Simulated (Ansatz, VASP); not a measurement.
Two plane-wave programs on C

Contents of INCAR:

```
PREC = Accurate
ENCUT = 520
EDIFF = 1E-6
ISMEAR = 0
SIGMA = 0.05
LREAL = False
LASPH = True
NELM = 80
ALGO = Normal
ISIF = 2
LWAVE = False
LCHARG = False
GGA = PE
IVDW = 12
NBANDS = 11
```

Contents of KPOINTS:

```
Automatic mesh
0
Gamma
  15 15 15
```

File POSCAR:

```
C
1.0
    1.2324809262      0.7115731945      3.3609366220
   -1.2324809262      0.7115731945      3.3609366220
    0.0000000000     -1.4231463891      3.3609366220
C
2
Direct
    0.1466336151      0.1466336151      0.1782536932
    0.8533663849      0.8533663849      0.8217463068
```

Input for Ansatz:

```yaml
crystal:
  lattice:
    - [1.2324809262, 0.7115731945, 3.360936622]
    - [-1.2324809262, 0.7115731945, 3.360936622]
    - [0.0, -1.4231463891, 3.360936622]
  atoms:
    - { symbol: C, position: [0.1466336151, 0.1466336151, 0.1782536932] }
    - { symbol: C, position: [0.8533663849, 0.8533663849, 0.8217463068] }
basis:
  ecutwfc: 520.0
kpoints:
  mp_grid: { grid: [15, 15, 15] }
hamiltonian:
  xc: pbe
  pseudopotentials: { kind: paw, azcp: { folder: soft_1 } }
  dispersion: d3bj
scf:
  occupations: { method: gaussian, width: 0.05 }
output:
  forces: true
  stress: true
  eigenvalues: true
```

Change from the starting cell: mode 4 frozen in at -0.095 Å and mode 6 at -0.045 Å (largest displacements).

Alike in both runs: task single point; functional PBE; dispersion D3(BJ); k mesh 15 × 15 × 15; occupations gaussian, width 0.05 eV; no spin polarisation.

|  | VASP | Ansatz |
| --- | --- | --- |
| version | VASP 6.6.1 | Ansatz 0.2.0 |
| potentials or method | VASP PAW PBE potentials, release 64 (C), cutoff 520 eV | scalar-relativistic, plane waves, PAW |
| valence electrons in the cell | 8 | 8 |

```tsv
	VASP	Ansatz	Ansatz less VASP
gap on the k mesh at the Fermi level (eV)	0.10	0.10	0.000
least direct gap on the mesh (eV)	0.14	0.14	0.000
pressure (GPa)	2.1	1.7	-0.40
traceless stress, the component that is largest in VASP (GPa)	12.82	12.44	-0.384
rms of the force components (eV/Å)	3.351	3.348	-0.0026
```

Atom by atom the forces differ by 0.009 eV/Å (rms over components).
